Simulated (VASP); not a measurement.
Zn2PdO4, 14 atoms in the cell. It takes space group Fd-3m (No. 227, cubic). Conventional cell: a = 8.459 Å, b = 8.459 Å, c = 8.459 Å, α = 90.00°, β = 90.00°, γ = 90.00°. Within 2.8 Å of Zn (site symmetry -3m) lie 6 O at 2.11 Å. Pd (site symmetry -43m) has 4 O at 1.83 Å within 2.4 Å. O (site symmetry 3m) has 1 Pd at 1.83 Å and 3 Zn at 2.11 Å within 2.4 Å. 

- Program: VASP 6.6.1
- Task: single point
- Functional: PBE
- Potentials or basis: VASP PAW PBE potentials, release 64 (Zn, Pd, O)
- Cutoff: 520 eV
- k mesh: 7 × 7 × 7
- Occupations: fermi-dirac, width 0.1202 eV
- Spin: no spin polarisation
- Dipole correction: no
- Further INCAR settings: ALGO = Normal; EDIFF = 1e-07; NBANDS = 71

Potentials or basis: VASP PAW PBE potentials, release 64 (Zn, Pd, O).

Launch:

```bash
$ cat potpaw_PBE.64/Zn/POTCAR potpaw_PBE.64/Pd/POTCAR potpaw_PBE.64/O/POTCAR > POTCAR
$ mpirun -np 1 vasp_std > vasp.out
```

Hardware: 1 thread of Intel Xeon 8259CL, with other jobs on the host.

Problem. How long does it take, and how much memory?

Solution. It took 8.3 min on 1 thread of Intel Xeon 8259CL, with other jobs on the host, peak memory 0.42 GiB. Counts: scf iterations 20, k points 20.
